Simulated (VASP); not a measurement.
Write the native input for VASP 6.6.1 that does the following.

```yaml
Task: single point
Functional: PBE
Potentials_or_basis: VASP PAW PBE potentials, release 64 (Mg)
Cutoff: 520 eV
k_mesh: 16 × 16 × 16
Occupations: fermi-dirac, width 0.1 eV
Spin: no spin polarisation
Dipole_correction: no
Further_INCAR_settings: ALGO = Normal; EDIFF = 1e-06; NBANDS = 7
```

The structure of Mg lies in POSCAR:

```
Mg
1.0
   -1.4814216667      1.4814216667      1.4765000000
    1.4814216667     -1.4814216667      1.4765000000
    1.4814216667      1.4814216667     -1.4765000000
Mg
1
Direct
    0.0000000000      0.0000000000      0.0000000000
```

The input as run:

INCAR

```
ALGO = Normal
EDIFF = 1E-6
ENCUT = 520
GGA = PE
ISIF = 2
ISMEAR = -1
LASPH = T
LCHARG = F
LREAL = F
LWAVE = F
NBANDS = 7
NELM = 60
PREC = Accurate
SIGMA = 0.1
```

KPOINTS

```
k-points
0
Gamma
  16 16 16
```

Potentials or basis: VASP PAW PBE potentials, release 64 (Mg).

The run is started by

```bash
$ cat potpaw_PBE.64/Mg/POTCAR > POTCAR
$ mpirun -np 1 vasp_std > vasp.out
```

It gave:

The pressure is 61.9 GPa. The band gap on the k mesh is zero (band 1 reaches 10.39 eV, above the bottom of band 2 at 5.58 eV).

Wall time 12 s on 1 thread of AMD EPYC 9R45 96-Core Processor (Zen 5), on a shared host, peak memory 0.12 GiB.
